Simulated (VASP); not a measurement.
# Mg (Pm-3m) in VASP: further runs

Runs on Mg. Level: LDA. Tasks: single point.

Everything below comes from runs of VASP 6.6.1. Logs are shortened: lines on timing, memory, paths and dates and some standing lists are left out, and cuts for length are marked.

**1. The cell of the first run**

Symmetry: Pm-3m, No. 221, cubic system. The conventional cell has a = 2.747 Å, b = 2.747 Å, c = 2.747 Å, α = 90.00°, β = 90.00°, γ = 90.00°. Within 3.6 Å of Mg (site symmetry m-3m) lie 6 Mg at 2.75 Å.

**2. Single point, LDA (volume scaled by 0.8)**

File INCAR:

```
PREC = Accurate ; ENCUT = 520
EDIFF = 1E-7 ; ISMEAR = -1
SIGMA = 0.05 ; LREAL = False
LASPH = True ; NELM = 60
ALGO = Normal ; ISIF = 2
LWAVE = False ; LCHARG = True
GGA = CA ; LELF = True
LVHAR = True ; NBANDS = 7
```

File KPOINTS:

```
Automatic mesh
0
Gamma
  15 15 15
```

File POSCAR:

```
Mg
1.0
    2.7469679981      0.0000000000      0.0000000000
    0.0000000000      2.7469679981      0.0000000000
    0.0000000000      0.0000000000      2.7469679981
Mg
1
Direct
    0.0000000000      0.0000000000      0.0000000000
```

Potentials or basis: VASP PAW LDA potentials, release 64 (Mg).

Command:

```bash
$ cat potpaw_LDA.64/Mg/POTCAR > POTCAR
$ mpirun -np 1 vasp_std > vasp.out
```

OUTCAR:

```text
PREC = Accurate
   ENCUT = 520
   EDIFF = 1E-7
   ISMEAR = -1
   LREAL = False
   LASPH = True
   NELM = 60
   ISIF = 2
   GGA = CA

 ion  position               nearest neighbor table
   1  0.000  0.000  0.000-

  LATTYP: Found a simple cubic cell.
 ALAT       =     2.7469679981

  Lattice vectors:

 A1 = (   2.7469679981,   0.0000000000,   0.0000000000)
 A2 = (   0.0000000000,   2.7469679981,   0.0000000000)
 A3 = (   0.0000000000,   0.0000000000,   2.7469679981)

Analysis of symmetry for initial positions (statically):
=====================================================================
 Subroutine PRICEL returns:
 Original cell was already a primitive cell.

 Routine SETGRP: Setting up the symmetry group for a
 simple cubic supercell.

 Subroutine GETGRP returns: Found 48 space group operations
 (whereof 48 operations were pure point group operations)
 out of a pool of 48 trial point group operations.

The static configuration has the point symmetry O_h .

Analysis of symmetry for dynamics (positions and initial velocities):
=====================================================================
 Subroutine PRICEL returns:
 Original cell was already a primitive cell.

 Routine SETGRP: Setting up the symmetry group for a
 simple cubic supercell.

 Subroutine GETGRP returns: Found 48 space group operations
 (whereof 48 operations were pure point group operations)
 out of a pool of 48 trial point group operations.

The dynamic configuration has the point symmetry O_h .

 Subroutine INISYM returns: Found 48 space group operations
 (whereof 48 operations are pure point group operations),
 and found     1 'primitive' translations

----------------------------------------------------------------------------------------

                                     Primitive cell

  volume of cell :      20.7282

  direct lattice vectors                    reciprocal lattice vectors
     2.746967998  0.000000000  0.000000000     0.364037732  0.000000000  0.000000000
     0.000000000  2.746967998  0.000000000     0.000000000  0.364037732  0.000000000
     0.000000000  0.000000000  2.746967998     0.000000000  0.000000000  0.364037732

  length of vectors
     2.746967998  2.746967998  2.746967998     0.364037732  0.364037732  0.364037732

  position of ions in fractional coordinates (direct lattice)
     0.000000000  0.000000000  0.000000000

  ion indices of the primitive-cell ions
   primitive index   ion index
                 1           1

----------------------------------------------------------------------------------------

 KPOINTS: Automatic mesh

Automatic generation of k-mesh.
 Grid dimensions read from file:
 generate k-points for:   15   15   15

 Generating k-lattice:

  Cartesian coordinates                     Fractional coordinates (reciprocal lattice)
     0.024269182  0.000000000  0.000000000     0.066666667  0.000000000  0.000000000
     0.000000000  0.024269182  0.000000000     0.000000000  0.066666667  0.000000000
     0.000000000  0.000000000  0.024269182     0.000000000  0.000000000  0.066666667

  Length of vectors
     0.024269182  0.024269182  0.024269182

  Shift w.r.t. Gamma in fractional coordinates (k-lattice)
     0.000000000  0.000000000  0.000000000

 Subroutine IBZKPT returns following result:
 ===========================================

 Found    120 irreducible k-points:

 Following reciprocal coordinates:
            Coordinates               Weight
  0.000000  0.000000  0.000000      1.000000
  0.066667  0.000000  0.000000      6.000000
  0.133333  0.000000  0.000000      6.000000
  0.200000  0.000000  0.000000      6.000000
  0.266667  0.000000  0.000000      6.000000
  0.333333  0.000000  0.000000      6.000000
[... 16 lines left out ...]
  0.266667  0.200000  0.000000     24.000000
  0.333333  0.200000  0.000000     24.000000
 [... further k-points ...]
   k-points           NKPTS =    120   k-points in BZ     NKDIM =    120   number of bands    NBANDS=      7
   number of dos      NEDOS =    301   number of ions     NIONS =      1
   total plane-waves  NPLWV =   8000
   dimension x,y,z NGX =    20 NGY =   20 NGZ =   20
   dimension x,y,z NGXF=    40 NGYF=   40 NGZF=   40
   ions per type =               1
   NGX,Y,Z   is equivalent  to a cutoff of  12.10, 12.10, 12.10 a.u.
   NGXF,Y,Z  is equivalent  to a cutoff of  24.21, 24.21, 24.21 a.u.
 SYSTEM =  unknown system
   PREC   = accura    normal or accurate (medium, high low for compatibility)
   ISTART =      0    job   : 0-new  1-cont  2-samecut
   ICHARG =      2    charge: 1-file 2-atom 10-const
   ISPIN  =      1    spin polarized calculation?
   LNONCOLLINEAR =      F non collinear calculations
   LSORBIT =      F    spin-orbit coupling
   LASPH  =      T    aspherical Exc in radial PAW
   ENCUT  =  520.0 eV  38.22 Ry    6.18 a.u.   5.11  5.11  5.11*2*pi/ulx,y,z
   NELM   =     60;   NELMIN=  2; NELMDL= -5     # of ELM steps
   EDIFF  = 0.1E-06   stopping-criterion for ELM
   LREAL  =      F    real-space projection
   EDIFFG = 0.1E-05   stopping-criterion for IOM
   NSW    =      0    number of steps for IOM
   IBRION =     -1    ionic relax: 0-MD 1-quasi-New 2-CG
   NFREE  =      0    steps in history (QN), initial steepest desc. (CG)
   ISIF   =      2    stress and relaxation
   ISYM   =      2    0-nonsym 1-usesym 2-fastsym
   POTIM  = 0.5000    time-step for ionic-motion
   TEBEG  =    0.0;   TEEND  =   0.0 temperature during run
   PSTRESS=    0.0 pullay stress
   NELECT =       2.0000    total number of electrons
   NUPDOWN=      -1.0000    fix difference up-down
   EMIN   =  10.00;   EMAX   =-10.00  energy-range for DOS
   EFERMI =   0.00;   METHOD = LEGACY
   ISMEAR =    -1;   SIGMA  =   0.05  broadening in eV -4-tet -1-fermi 0-gaus
   EFERMI_NEDOS =   21; number of points for ismear=-14 and -15
   IALGO  =     38    algorithm
   IMIX   =      4    mixing-type and parameters
     AMIX     =   0.40;   BMIX     =  1.00
     AMIX_MAG =   1.60;   BMIX_MAG =  1.00
  volume/ion in A,a.u.               =      20.73       139.88
  Fermi-wavevector in a.u.,A,eV,Ry     =   0.750870  1.418938  7.671036  0.563805
  Thomas-Fermi vector in A             =   1.847720
   LORBIT       =      0    0 simple, 1 ext, 2 COOP (PROOUT), +10 PAW based schemes
   GGA     = CA    functional components
   LHFCALC =     F    Hartree Fock is set to
   AEXX    =    0.0000 exact exchange contribution
   IVDW    =     0    specifies the selected vdW correction
   LEPSILON=     F    determine dielectric tensor
   LRPA    =     F    only Hartree local field effects (RPA)
 non-spin polarized calculation
  energy-cutoff  :      520.00
  volume of cell :       20.73
 maximum number of plane-waves:       587
   NGX = 11   NGY = 11   NGZ = 11

 number of electron       2.0000000 magnetization

 Free energy of the ion-electron system (eV)
  ---------------------------------------------------
  ext. energy  EPLUGINS =         0.00000000
  ---------------------------------------------------
  free energy    TOTEN  =        -1.29961469 eV

  energy without entropy =       -1.29627873  energy(sigma->0) =       -1.29794671

 E-fermi :   2.9976     XC(G=0):  -8.9865

 val. band max:        2.9556130067   @ k =   0.4000   0.1333   0.0667
 cond. band min:       3.1147326112   @ k =   0.4000   0.4000   0.2667
 fundamental gap:      0.1591196044
 Fermi energy:         2.9976129263

 k-point     1 :       0.0000    0.0000    0.0000
  band No.  band energies     occupation
      1      -4.3579      2.00000
      2      12.0827      0.00000
      3      12.0827      0.00000
      4      14.5521      0.00000
      5      14.5521      0.00000
      6      14.5521      0.00000
      7      20.2553      0.00000

 k-point     2 :       0.0667    0.0000    0.0000
  band No.  band energies     occupation
      1      -4.2691      2.00000
      2      11.0647      0.00000
      3      12.1604      0.00000
      4      14.6202      0.00000
      5      14.6202      0.00000
      6      15.3641      0.00000
      7      20.6585      0.00000

 k-point     3 :       0.1333    0.0000    0.0000
  band No.  band energies     occupation
      1      -4.0034      2.00000
      2       9.3210      0.00000
      3      12.3913      0.00000
      4      14.8248      0.00000
      5      14.8248      0.00000
      6      16.4995      0.00000
      7      21.8451      0.00000

 k-point     4 :       0.2000    0.0000    0.0000
  band No.  band energies     occupation
      1      -3.5625      2.00000
      2       7.5067      0.00000
      3      12.7681      0.00000
      4      15.1659      0.00000
      5      15.1659      0.00000
      6      17.4428      0.00000
      7      23.6220      0.00000

 k-point     5 :       0.2667    0.0000    0.0000
  band No.  band energies     occupation
      1      -2.9491      2.00000
      2       5.7469      0.00000
      3      13.2739      0.00000
      4      15.6436      0.00000
      5      15.6436      0.00000
      6      18.2845      0.00000
      7      23.0660      0.00000

 k-point     6 :       0.3333    0.0000    0.0000
  band No.  band energies     occupation
      1      -2.1668      2.00000
      2       4.0862      0.00000
      3      13.8723      0.00000
      4      16.2563      0.00000
      5      16.2563      0.00000
      6      19.0980      0.00000
      7      21.6043      0.00000

 k-point     7 :       0.4000    0.0000    0.0000
  band No.  band energies     occupation
      1      -1.2203      2.00000
      2       2.5472      1.99976
      3      14.4787      0.00000
      4      16.9959      0.00000
      5      16.9959      0.00000
      6      19.8476      0.00000
      7      20.2915      0.00000

 k-point     8 :       0.4667    0.0000    0.0000
  band No.  band energies     occupation
      1      -0.1151      2.00000
      2       1.1439      2.00000
      3      14.9076      0.00000
      4      17.7954      0.00000
      5      17.7954      0.00000
      6      19.2036      0.00000
      7      19.2036      0.00000

 k-point     9 :       0.0667    0.0667    0.0000
  band No.  band energies     occupation
      1      -4.1804      2.00000
      2      10.8298      0.00000
      3      11.5508      0.00000
      4      14.6884      0.00000
      5      14.7058      0.00000
      6      16.1209      0.00000
      7      20.9992      0.00000

 k-point    10 :       0.1333    0.0667    0.0000
  band No.  band energies     occupation
      1      -3.9150      2.00000
      2       9.3469      0.00000
      3      11.5662      0.00000
      4      14.8931      0.00000
      5      14.9280      0.00000
      6      17.3107      0.00000
      7      22.0519      0.00000

 k-point    11 :       0.2000    0.0667    0.0000
  band No.  band energies     occupation
      1      -3.4745      2.00000
      2       7.5699      0.00000
      3      11.9210      0.00000
      4      15.2345      0.00000
      5      15.2815      0.00000
      6      18.2987      0.00000
      7      23.2751      0.00000
[... 51 lines left out ...]
 k-point    17 :       0.2000    0.1333    0.0000
  band No.  band energies     occupation
      1      -3.2110      2.00000
      2       7.7265      0.00000
      3      10.3310      0.00000
      4      15.4402      0.00000
      5      15.4918      0.00000
      6      20.0185      0.00000
      7      21.5238      0.00000

 k-point    18 :       0.2667    0.1333    0.0000
  band No.  band energies     occupation
      1      -2.6000      2.00000
      2       6.0387      0.00000
      3      10.8007      0.00000
      4      15.8460      0.00000
      5      15.9188      0.00000
      6      20.0218      0.00000
      7      20.9097      0.00000

 k-point    19 :       0.3333    0.1333    0.0000
  band No.  band energies     occupation
      1      -1.8207      2.00000
      2       4.4017      0.00000
      3      11.4599      0.00000
      4      15.9504      0.00000
      5      16.5326      0.00000
      6      19.0488      0.00000
      7      21.4723      0.00000

 k-point    20 :       0.4000    0.1333    0.0000
  band No.  band energies     occupation
      1      -0.8777      2.00000
      2       2.8741      1.84412
      3      12.2550      0.00000
      4      15.4130      0.00000
      5      17.2749      0.00000
      6      18.9998      0.00000
      7      20.5105      0.00000

 k-point    21 :       0.4667    0.1333    0.0000
  band No.  band energies     occupation
      1       0.2229      2.00000
      2       1.4782      2.00000
      3      13.0823      0.00000
      4      14.5493      0.00000
      5      18.0892      0.00000
      6      19.4180      0.00000
      7      19.5510      0.00000

 k-point    22 :       0.2000    0.2000    0.0000
  band No.  band energies     occupation
      1      -2.7739      2.00000
      2       7.6235      0.00000
      3       9.0295      0.00000
      4      15.7099      0.00000
      5      15.7829      0.00000
      6      19.9196      0.00000
      7      21.7345      0.00000

 k-point    23 :       0.2667    0.2000    0.0000
  band No.  band energies     occupation
      1      -2.1656      2.00000
      2       6.3582      0.00000
      3       9.0887      0.00000
      4      15.6741      0.00000
      5      16.2620      0.00000
      6      18.8259      0.00000
      7      22.8649      0.00000

 k-point    24 :       0.3333    0.2000    0.0000
  band No.  band energies     occupation
      1      -1.3900      2.00000
      2       4.7856      0.00000
      3       9.7061      0.00000
      4      14.9733      0.00000
      5      16.8762      0.00000
      6      18.6784      0.00000
      7      22.0080      0.00000

 [... further k-points ...]
[... 5 lines left out ...]
  --------------------------------------------------------------------------------------
  -------------------------------------------------------------------------------------
  Total        1.0954815      1.0954815      1.0954815     -0.0000000      0.0000000      0.0000000
  in kB       84.6749301     84.6749301     84.6749301     -0.0000000      0.0000000      0.0000000
  external PRESSURE =      84.6749301 kB  Pullay stress =       0.0000000 kB

 VOLUME and BASIS-vectors are now :
 -----------------------------------------------------------------------------
  energy-cutoff  :      520.00
  volume of cell :       20.73
      direct lattice vectors                 reciprocal lattice vectors
     2.746967998  0.000000000  0.000000000     0.364037732  0.000000000  0.000000000
     0.000000000  2.746967998  0.000000000     0.000000000  0.364037732  0.000000000
     0.000000000  0.000000000  2.746967998     0.000000000  0.000000000  0.364037732

 POSITION                                       TOTAL-FORCE (eV/Angst)
 -----------------------------------------------------------------------------------
      0.00000      0.00000      0.00000         0.000000      0.000000      0.000000
 -----------------------------------------------------------------------------------
    total drift:                               -0.000000      0.000000      0.000000

  FREE ENERGIE OF THE ION-ELECTRON SYSTEM (eV)
  ---------------------------------------------------
  free  energy   TOTEN  =        -1.2996146903 eV

  energy  without entropy=       -1.2962787263  energy(sigma->0) =       -1.29794671
```

Run time: 6.6 s. Hardware: 1 thread of Intel Xeon Platinum 8488C (Sapphire Rapids), shared host; peak memory 0.12 GiB.

Results:

```yaml
Free_energy: -1.2996 eV
Pressure: 8.5 GPa
Band_gap_on_the_k_mesh: zero (band 1 reaches 7.59 eV, above the bottom of band 2 at 1.14 eV)
```

Levels at points of the mesh, in eV from the Fermi level:
| k point | band 1 | band 2 | band 3 | band 4 | band 5 | band 6 |
| --- | --- | --- | --- | --- | --- | --- |
| (0.00, 0.00, 0.00) | -7.36 | 9.09 | 9.09 | 11.55 | 11.55 | 11.55 |

[end of part 1 of 3]
